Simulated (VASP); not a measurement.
Sr3Zn: single point with revPBE+D3(BJ)

The system is Sr3Zn.

```xyz
4
Lattice="5.4799 0.0000 0.0000 0.0000 5.4799 0.0000 0.0000 0.0000 5.4799" Properties=species:S:1:pos:R:3 pbc="T T T"
Sr    2.7400    0.0000    2.7400
Sr    2.7400    2.7400    0.0000
Sr    0.0000    2.7400    2.7400
Zn    0.0000    0.0000    0.0000
```

```json
{
 "Program": "VASP 6.6.1",
 "Task": "single point",
 "Functional": "revPBE",
 "Dispersion": "D3(BJ)",
 "Potentials or basis": "VASP PAW PBE potentials, release 64 (Sr_sv, Zn)",
 "Cutoff": "520 eV",
 "k mesh": "5 × 5 × 5",
 "Occupations": "methfessel-paxton, width 0.2 eV",
 "Spin": "no spin polarisation",
 "Dipole correction": "no",
 "Further INCAR settings": "ALGO = Normal; EDIFF = 1e-06; NBANDS = 29"
}
```

```
Pressure                   : -0.7 GPa
Band gap on the k mesh     : zero (bands 21 and 22 overlap by 0.45 eV)
Dispersion energy per atom : -0.410 eV
```

Levels at points of the mesh, in eV from the Fermi level:
```tsv
k point	band 19	band 20	band 21	band 22	band 23	band 24
(0.00, 0.00, 0.00)	-1.68	0.15	0.15	0.81	0.81	0.81
```

Run time: 43 s on 1 thread of Intel(R) Xeon(R) Platinum 8259CL CPU @ 2.50GHz (Skylake/Cascade Lake) (shared host), peak memory 0.27 GiB.

Caveat: three body term missing; the PAW data sets were made with another functional, which shifts forces and pressure a little.
